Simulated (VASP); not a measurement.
# CaS: elastic constants with PBEsol

The system is CaS.

```
CELL_PARAMETERS angstrom
0.00000 2.81717 2.81717
2.81717 0.00000 2.81717
2.81717 2.81717 0.00000
ATOMIC_POSITIONS crystal
Ca 0.00000 0.00000 0.00000
S 0.50000 0.50000 0.50000
```

- Program: VASP 6.6.1
- Task: elastic constants
- Functional: PBEsol
- Potentials or basis: VASP PAW PBE potentials, release 64 (Ca_sv, S)
- Cutoff: 500 eV
- k mesh: 6 × 6 × 6
- Occupations: gaussian, width 0.01 eV
- Spin: no spin polarisation
- Dipole correction: no
- Ions in elastic constants: relaxed
- Further INCAR settings: ALGO = Normal; EDIFF = 1e-08; NBANDS = 15; IBRION = 6; POTIM = 0.015; NSW = 1; ISIF = 3

```yaml
Elastic_constants_C11_C12_C44: 141, 23, 34 GPa
Voigt_bulk_modulus: 62 GPa
Highest_phonon_frequency_at_Γ_LO-TO_splitting_left_out: 231 cm⁻¹
```

Phonon frequencies in cm⁻¹ (negative: imaginary):
```tsv
q point	frequencies
(0.000, 0.000, 0.000)	0 0 0 231 231 231
```

Elastic tensor in Voigt notation (GPa, in the Cartesian axes of the cell as first typed):
```
141  23  23   0   0   0
 23 141  23   0   0   0
 23  23 141   0   0   0
  0   0   0  34   0   0
  0   0   0   0  34   0
  0   0   0   0   0  34
```

Clamped-ion elastic tensor (GPa):
```
141  23  23   0   0   0
 23 141  23   0   0   0
 23  23 141   0   0   0
  0   0   0  34   0   0
  0   0   0   0  34   0
  0   0   0   0   0  34
```

Run time: 4 min on 1 thread of AMD EPYC 9R45 96-Core Processor (Zen 5) (shared host), peak memory 0.2 GiB.

Caveat: the PAW data sets were made with another functional, which shifts forces and pressure a little.
